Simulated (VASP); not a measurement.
Here is a VASP 6.6.1 calculation.

INCAR

```
AGGAC = 1.0 ; AGGAX = 1.0
ALDAC = 0.0 ; ALDAX = 1.0
ALGO = Fast ; EDIFF = 1E-6
ENCUT = 520 ; GGA = B5
GGA_COMPAT = False ; ISIF = 2
ISMEAR = -5 ; IVDW = 12
LASPH = True ; LCHARG = True
LMAXMIX = 4 ; LORBIT = 11
LORBMOM = True ; LREAL = False
LSORBIT = True ; LVHAR = True
LWAVE = False ; MAGMOM = 0 0 0
NBANDS = 24 ; NELM = 150
PREC = Accurate ; SIGMA = 0.05
VDW_A1 = 0.4298 ; VDW_A2 = 4.2359
VDW_S6 = 1.0 ; VDW_S8 = 2.6996
```

File KPOINTS:

```
k-points
0
Gamma
  12 12 12
```

POSCAR

```
Tc
1.0
    0.0000000000      1.9500000000      1.9500000000
    1.9500000000      0.0000000000      1.9500000000
    1.9500000000      1.9500000000      0.0000000000
Tc
1
Direct
    0.0000000000      0.0000000000      0.0000000000
```

Potentials or basis: VASP PAW PBE potentials, release 64 (Tc_pv).

The run is started by

```console
$ cat potpaw_PBE.64/Tc_pv/POTCAR > POTCAR
$ mpirun -np 1 vasp_ncl > vasp.out
```

Task: Predict the net moment.

Result: 0.00 μB per cell.

Task: What does it give for the dispersion energy per atom?

Result: -1.436 eV.

Moments on the atoms (μB; x, y, z):
```
Tc  0.00 0.00 0.00
```

Caveat: the cell stands under tension.
